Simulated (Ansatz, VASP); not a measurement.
**One calculation of BiTe, two programs**

File INCAR:

```
SYSTEM = BiTe
PREC = Accurate
ENCUT = 520
EDIFF = 1E-6
ISMEAR = 0
SIGMA = 0.15
LREAL = .False.
LASPH = .True.
NELM = 80
ALGO = Normal
ISIF = 2
LWAVE = .False.
LCHARG = .False.
GGA = PE
NBANDS = 18
```

File KPOINTS:

```
Automatic mesh
0
Gamma
  14 14 14
  0 0 0
```

The input POSCAR:

```
BiTe
1.0
    0.0000000000      3.2835250000      3.1379500000
    3.2835250000      0.0000000000      3.1379500000
    3.2835250000      3.2835250000      0.0000000000
Bi Te
1 1
Direct
    0.0000000000      0.0000000000      0.0000000000
    0.5000000000      0.5000000000      0.5000000000
```

Input for Ansatz:

```yaml
crystal:
  lattice:
    - [0.0, 3.283525, 3.13795]
    - [3.283525, 0.0, 3.13795]
    - [3.283525, 3.283525, 0.0]
  atoms:
    - { symbol: Bi, position: [0.0, 0.0, 0.0] }
    - { symbol: Te, position: [0.5, 0.5, 0.5] }
basis:
  ecutwfc: 420
kpoints:
  mp_grid: { grid: [14, 14, 14] }
hamiltonian:
  xc: pbe
scf:
  occupations: { method: gaussian, width: 0.15 }
output:
  forces: true
  stress: true
  eigenvalues: true
```

Change from the starting cell: strain +0.015 along x and y, -0.030 along z, atoms carried along.

Alike in both runs: task single point; functional PBE; k mesh 14 × 14 × 14; occupations gaussian, width 0.15 eV; no spin polarisation.

```csv
,VASP,Ansatz
version,VASP 6.6.1,Ansatz 0.2.0
potentials or method,"VASP PAW PBE potentials, release 64 (Bi_d, Te), cutoff 520 eV","scalar-relativistic, plane waves, PAW"
valence electrons in the cell,21,31
```

Ansatz gave:

```
gap on the k mesh at the Fermi level (eV)                     : none
pressure (GPa)                                                : 1.0
traceless stress, the component that is largest in VASP (GPa) : 2.80
```

**Question.** What did VASP give for the same quantities?

**Answer.** gap on the k mesh at the Fermi level (eV): none; pressure (GPa): 0.9; traceless stress, the component that is largest in VASP (GPa): 2.79.

A gap of «none» marks a metal or a gap that the smearing closes. VASP's potentials hold 21 valence electrons a cell and Ansatz's 31, so a difference there can come from the potentials and not from the codes.

Neither program's run includes spin-orbit coupling.
